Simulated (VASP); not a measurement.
Here is a VASP 6.6.1 calculation.

File INCAR:

```
PREC     = Accurate       # precision mode
ENCUT    = 500            # plane-wave cutoff, eV
EDIFF    = 1E-7           # SCF threshold, eV
ISMEAR   = 0              # smearing method
SIGMA    = 0.1            # smearing width, eV
LREAL    = False          # projectors in reciprocal space
LASPH    = True           # aspherical terms in the spheres
NELM     = 120            # most SCF steps
ALGO     = Normal         # electronic algorithm
ISIF     = 3              # what is computed and relaxed
LWAVE    = False          # write WAVECAR
LCHARG   = False          # write CHGCAR
GGA      = CA             # functional
IBRION   = 2              # ionic algorithm
NSW      = 100            # ionic steps
EDIFFG   = -0.05          # ionic threshold
GGA_COMPAT= False        
NELMIN   = 4
```

Contents of KPOINTS:

```
regular mesh
0
Gamma
  6 6 6
```

The input POSCAR:

```
InP
1.0
    0.0000000000      2.8550000000      2.8550000000
    2.8550000000      0.0000000000      2.8550000000
    2.8550000000      2.8550000000      0.0000000000
In P
1 1
Direct
    0.0000000000      0.0000000000      0.0000000000
    0.5000000000      0.5000000000      0.5000000000
```

Potentials or basis: VASP PAW LDA potentials, release 64 (In_d, P).

The run is started by

```bash
$ cat potpaw_LDA.64/In_d/POTCAR potpaw_LDA.64/P/POTCAR > POTCAR
$ mpirun -np 1 vasp_std > vasp.out
```

**Question.** Estimate the relaxed cell.

**Answer.** a = 3.833 Å, b = 3.833 Å, c = 3.833 Å, α = 60.00°, β = 60.00°, γ = 60.00°.

**Question.** Predict the relaxed volume.

**Answer.** 19.92 Å³/atom.

**Question.** Estimate the band gap on the k mesh.

**Answer.** Zero (bands 9 and 10 overlap by 2.90 eV).

Final structure:
```
In P
1.0
     0.00000    2.71062    2.71062
     2.71062    0.00000    2.71062
     2.71062    2.71062    0.00000
In P
1 1
Direct
  0.00000 0.00000 0.00000
  0.50000 0.50000 0.50000
```

Caveat: spin-orbit coupling is left out, which moves the levels of the heavy elements. Zero-point motion and thermal expansion aren't in these numbers.
